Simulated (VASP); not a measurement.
# Ge (P6/mmm) in VASP: further runs, part 2 of 2

VASP 6.6.1. The steps go on from the part before.

**5. Relaxation of cell and atoms, LDA, target pressure 11 GPa, at which the enthalpy is minimised**

This run uses another cell than the first one, of 16.45 Å³/atom.

Contents of INCAR:

```
SYSTEM = Ge
ALGO = Normal ; EDIFF = 1E-6
EDIFFG = -0.005 ; ENCUT = 600
IBRION = 2 ; ISIF = 3
ISMEAR = -1 ; LASPH = .TRUE.
LCHARG = .FALSE. ; LREAL = .FALSE.
LWAVE = .FALSE. ; NELM = 80
NSW = 60 ; PREC = Accurate
PSTRESS = 110.0 ; SIGMA = 0.08
```

Contents of KPOINTS:

```
k-points
0
G
  16 16 15
  0 0 0
```

Contents of POSCAR:

```
Ge
1.0
    2.7237483152      0.0000000000      0.0000000000
   -1.3618741576      2.3588352344      0.0000000000
    0.0000000000      0.0000000000      2.5603234163
Ge
1
Direct
    0.0000000000      0.0000000000      0.0000000000
```

Potentials or basis: VASP PAW LDA potentials, release 64 (Ge_d).

Run with:

```
cat potpaw_LDA.64/Ge_d/POTCAR > POTCAR
mpirun -np 1 vasp_std > vasp.out
```

OUTCAR:

```text
SYSTEM = Ge
   EDIFF = 1E-6
   EDIFFG = -0.005
   ENCUT = 600
   IBRION = 2
   ISIF = 3
   ISMEAR = -1
   LASPH = .TRUE.
   LREAL = .FALSE.
   NELM = 80
   NSW = 60
   PREC = Accurate
   PSTRESS = 110.0

 ion  position               nearest neighbor table
   1  0.000  0.000  0.000-

  LATTYP: Found a hexagonal cell.
 ALAT       =     2.7237483152
 C/A-ratio  =     0.9400000000

  Lattice vectors:

 A1 = (   2.7237483152,   0.0000000000,   0.0000000000)
 A2 = (  -1.3618741576,   2.3588352344,   0.0000000000)
 A3 = (   0.0000000000,   0.0000000000,   2.5603234163)

Analysis of symmetry for initial positions (statically):
=====================================================================
 Subroutine PRICEL returns:
 Original cell was already a primitive cell.

 Routine SETGRP: Setting up the symmetry group for a
 hexagonal supercell.

 Subroutine GETGRP returns: Found 24 space group operations
 (whereof 24 operations were pure point group operations)
 out of a pool of 24 trial point group operations.

The static configuration has the point symmetry D_6h.

Analysis of symmetry for dynamics (positions and initial velocities):
=====================================================================
 Subroutine PRICEL returns:
 Original cell was already a primitive cell.

[... 162 lines left out ...]
  Total        1.0049910      1.0049910      0.7504049      0.0000000     -0.0000000      0.0000000
  in kB       97.8843645     97.8843645     73.0881272      0.0000000     -0.0000000      0.0000000
  external PRESSURE =     -20.3810479 kB  Pullay stress =     110.0000000 kB
[... 209 lines left out ...]
--------------------------------------- Ionic step        7  -------------------------------------------

 number of electron      14.0000000 magnetization

 Free energy of the ion-electron system (eV)
  ---------------------------------------------------
  ext. energy  EPLUGINS =         0.00000000
  ---------------------------------------------------
  free energy    TOTEN  =        -4.93999970 eV

  energy without entropy =       -4.93135075  energy(sigma->0) =       -4.93567523

 E-fermi :   8.1480     XC(G=0): -12.3122

 val. band max:        8.0962890642   @ k =   0.1875   0.1875   0.1333
 cond. band min:       8.1853007292   @ k =   0.4375   0.1250   0.4000
 fundamental gap:      0.0890116650
 Fermi energy:         8.1480493131

 k-point     1 :       0.0000    0.0000    0.0000
  band No.  band energies     occupation
      1     -16.9191      2.00000
      2     -16.7533      2.00000
      3     -16.7533      2.00000
      4     -16.5335      2.00000
      5     -16.5335      2.00000
      6      -6.4243      2.00000
      7      15.8342      0.00000
      8      17.5819      0.00000
      9      17.5819      0.00000
     10      19.2948      0.00000
     11      23.3344      0.00000
[... 309 lines left out ...]
 k-point    24 :       0.2500    0.1875    0.0000
  band No.  band energies     occupation
      1     -16.8399      2.00000
      2     -16.7573      2.00000
      3     -16.6114      2.00000
      4     -16.5976      2.00000
      5     -16.5605      2.00000
      6      -2.5284      2.00000
      7       6.0108      2.00000
      8       8.5450      0.01390
      9      19.4243      0.00000
     10      22.9998      0.00000
     11      24.1985      0.00000

 [... further k-points ...]
[... 5 lines left out ...]
  --------------------------------------------------------------------------------------
  -------------------------------------------------------------------------------------
  Total        1.1080906      1.1080906      1.1088627      0.0000000      0.0000000      0.0000000
  in kB      109.5671714    109.5671714    109.6435158      0.0000000      0.0000000      0.0000000
  external PRESSURE =      -0.4073805 kB  Pullay stress =     110.0000000 kB
[... 20 lines left out ...]
  energy  without entropy=       -4.9313507546  energy(sigma->0) =       -4.93567523

  enthalpy is  TOTEN    =        -3.8275317966 eV   P V=        1.1124679079

 reached required accuracy - stopping structural energy minimisation
```

CONTCAR:

```text
Ge
   1.00000000000000
     2.7189425505472742    0.0000000000000000    0.0000000000000000
    -1.3594712752736371    2.3546733201152761    0.0000000000000000
     0.0000000000000000    0.0000000000000000    2.5308983014977899
  Ge
     1
Direct
     0.0000000000000000    0.0000000000000000    0.0000000000000000

  0.00000000E+00  0.00000000E+00  0.00000000E+00
```

Wall time 2.3 min (1 thread of Intel Xeon 8259CL, shared host); peak memory 0.17 GiB.

What came out:

```
Free energy                                                : -4.9400 eV
Relaxed volume                                             : 16.20 Å³/atom
Relaxed cell                                               : a = 2.719 Å, b = 2.719 Å, c = 2.531 Å, α = 90.00°, β = 90.00°, γ = 120.00°
Space group after relaxing (to 0.1 Å)                      : P6/mmm (No. 191)
Energy change on relaxing (the run minimises the enthalpy) : +14.6 meV/atom
Ionic steps                                                : 7
Pressure after relaxing                                    : 11.0 GPa
Band gap on the k mesh                                     : zero (bands 7 and 8 overlap by 11.35 eV)
```

Step by step:
| step | energy change (eV) | largest force (eV/Å) | pressure (GPa) | volume (Å³) |
| --- | --- | --- | --- | --- |
| 1 | 0.0000 | 0.0000 | 8.96 | 16.45 |
| 2 | 0.0332 | 0.0000 | 12.90 | 15.96 |
| 3 | 0.0160 | 0.0000 | 11.11 | 16.19 |
| 4 | 0.0168 | 0.0000 | 11.31 | 16.17 |
| 5 | 0.0164 | 0.0000 | 11.17 | 16.18 |
| 6 | 0.0142 | 0.0000 | 11.03 | 16.21 |
| 7 | 0.0146 | 0.0000 | 10.96 | 16.20 |

Final structure:
```
CELL_PARAMETERS angstrom
2.71894 0.00000 0.00000
-1.35947 2.35467 0.00000
0.00000 0.00000 2.53090
ATOMIC_POSITIONS crystal
Ge 0.00000 0.00000 0.00000
```

Levels at points of the mesh, in eV from the Fermi level:
```tsv
k point	band 3	band 4	band 5	band 6	band 7	band 8	band 9	band 10	band 11
(0.00, 0.00, 0.00)	-24.90	-24.68	-24.68	-14.57	7.69	9.43	9.43	11.15	15.19
(0.50, 0.00, 0.00)	-24.76	-24.70	-24.70	-8.62	-6.60	4.51	8.69	12.36	17.74
```

Caveat: the cell is relaxed towards a set pressure, so the run minimises the enthalpy, not the energy.

**6. The runs side by side**

| task | cell | cutoff (eV) | gap on the mesh (eV) | pressure (GPa) |
| --- | --- | --- | --- | --- |
| single point | a = 2.717, b = 2.717, c = 2.529 Å, angles 90.0, 90.0, 120.0°, 1 atom | 520 | none | 11.1 |
| single point | a = 2.718, b = 2.718, c = 2.529 Å, angles 90.0, 90.0, 120.0°, 1 atom | 520 | none | 11.0 |
| relaxation of cell and atoms | relaxed to 11 GPa from a = 2.717, b = 2.717, c = 2.529 Å, angles 90.0, 90.0, 120.0°, 1 atom | 600 | none | 11.0 |
| relaxation of cell and atoms | relaxed to 11 GPa from a = 2.724, b = 2.724, c = 2.560 Å, angles 90.0, 90.0, 120.0°, 1 atom | 600 | none | 11.0 |

Alike in all rows: level LDA; potentials or basis VASP PAW LDA potentials, release 64 (Ge_d); no spin polarisation; k mesh 16 × 16 × 15; smearing fermi-dirac 0.08 eV.

Caveats: the cell stands under pressure (at least some runs); the cell is relaxed towards a set pressure, so the run minimises the enthalpy, not the energy (at least some runs).

Absolute energies hang on the potentials; compare differences alone.

The gap in the log of VASP goes by the Fermi energy; the results here count the filled bands.